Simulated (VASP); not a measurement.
Set up this calculation in VASP 6.6.1, as the native input.

```
Task                   : single point
Functional             : PBE
Potentials or basis    : VASP PAW PBE potentials, release 64 (Sc_sv, As, Se)
Cutoff                 : 520 eV
k mesh                 : 3 × 3 × 3
Occupations            : gaussian, width 0.2 eV
Spin                   : no spin polarisation
Dipole correction      : no
Further INCAR settings : ALGO = Normal; EDIFF = 1e-07; NBANDS = 38
```

The structure of Sc2As3Se3 lies in POSCAR:

```
Sc2As3Se3
1.0
    3.9865946677      2.3016615061      3.0287367764
   -3.9865946677      2.3016615061      3.0287367764
    0.0000000000     -4.6033230075      3.0287367799
Sc As Se
2 3 3
Direct
    0.7731079738      0.7731079738      0.7731079738
    0.2268920262      0.2268920262      0.2268920262
    0.3040149245      0.5000000000      0.6959850755
    0.6959850755      0.3040149245      0.5000000000
    0.5000000000      0.6959850755      0.3040149245
    0.2300450155      0.0000000000      0.7699549845
    0.7699549845      0.2300450155      0.0000000000
    0.0000000000      0.7699549845      0.2300450155
```

The cell was built from a structure type or drawn by symmetry, and may not be a known phase.

These files were run (other wordings do the same):

INCAR

```
SYSTEM = Sc2As3Se3
PREC = Accurate ; ENCUT = 520
EDIFF = 1E-7 ; ISMEAR = 0
SIGMA = 0.2 ; LREAL = .FALSE.
LASPH = .TRUE. ; NELM = 80
ALGO = Normal ; ISIF = 2
LWAVE = .FALSE. ; LCHARG = .FALSE.
GGA = PE ; NBANDS = 38
```

KPOINTS

```
Automatic mesh
0
G
  3 3 3
  0 0 0
```

Potentials or basis: VASP PAW PBE potentials, release 64 (Sc_sv, As, Se).

Launch:

```console
$ cat potpaw_PBE.64/Sc_sv/POTCAR potpaw_PBE.64/As/POTCAR potpaw_PBE.64/Se/POTCAR > POTCAR
$ mpirun -np 1 vasp_std > vasp.out
```

Results of the run:

```yaml
Pressure: 0.2 GPa
Largest_force: 0.067 eV/Å
Band_gap_on_the_k_mesh: zero (an odd number of electrons rules out a gap without spin polarisation)
```

Caveat: the k points lie up to 0.38 Å⁻¹ apart, too coarse for converged energies and pressures of a metal.

It took 110 s on 1 thread of Intel Xeon 8259CL, on a shared host, peak memory 0.27 GiB.
